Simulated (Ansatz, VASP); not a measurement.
# MgO: VASP beside Ansatz

File INCAR:

```
ALGO = Normal ; EDIFF = 1E-6
ENCUT = 520 ; GGA = PE
ISIF = 2 ; ISMEAR = 0
LASPH = T ; LCHARG = F
LREAL = F ; LWAVE = F
NBANDS = 16 ; NELM = 100
PREC = Accurate ; SIGMA = 0.01
```

Contents of KPOINTS:

```
k-points
0
Gamma
  9 9 6
```

POSCAR

```
MgO
1.0
    3.5554675621      0.0000000000      0.0000000000
   -1.7777337811      3.0791252311      0.0000000000
    0.0000000000      0.0000000000      4.2800764971
Mg O
2 2
Direct
    0.6666666667      0.3333333333      0.7500000000
    0.3333333333      0.6666666667      0.2500000000
    0.6666666667      0.3333333333      0.2500000000
    0.3333333333      0.6666666667      0.7500000000
```

Input for Ansatz:

```yaml
crystal:
  lattice:
    - [3.5554675621, 0.0, 0.0]
    - [-1.7777337811, 3.0791252311, 0.0]
    - [0.0, 0.0, 4.2800764971]
  atoms:
    - { symbol: Mg, position: [0.6666666667, 0.3333333333, 0.75] }
    - { symbol: Mg, position: [0.3333333333, 0.6666666667, 0.25] }
    - { symbol: O, position: [0.6666666667, 0.3333333333, 0.25] }
    - { symbol: O, position: [0.3333333333, 0.6666666667, 0.75] }
kpoints:
  mp_grid: { grid: [9, 9, 6] }
hamiltonian:
  xc: pbe
scf:
  occupations: { method: fixed }
  n_extra_bands: 5
output:
  forces: true
  stress: true
  eigenvalues: true
```

Alike in both runs: task single point; functional PBE; k mesh 9 × 9 × 6; no spin polarisation.

|  | VASP | Ansatz |
| --- | --- | --- |
| version | VASP 6.6.1 | Ansatz 0.2.0 |
| potentials or method | VASP PAW PBE potentials, release 64 (Mg, O) | plane waves, PAW |
| plane-wave cutoff (eV) | 520 | 420 |
| occupations | gaussian, width 0.01 eV | fixed |
| valence electrons in the cell | 16 | 32 |

Ansatz gave:

- gap on the k mesh at the Fermi level (eV): 3.13
- pressure (GPa): -3.4
- traceless stress, the component that is largest in VASP (GPa): -0.11

Question: What did VASP give for the same quantities?

Answer: gap on the k mesh at the Fermi level (eV): 3.11; pressure (GPa): -3.9; traceless stress, the component that is largest in VASP (GPa): -0.20.

VASP's potentials hold 16 valence electrons a cell and Ansatz's 32, so a difference there can come from the potentials and not from the codes.
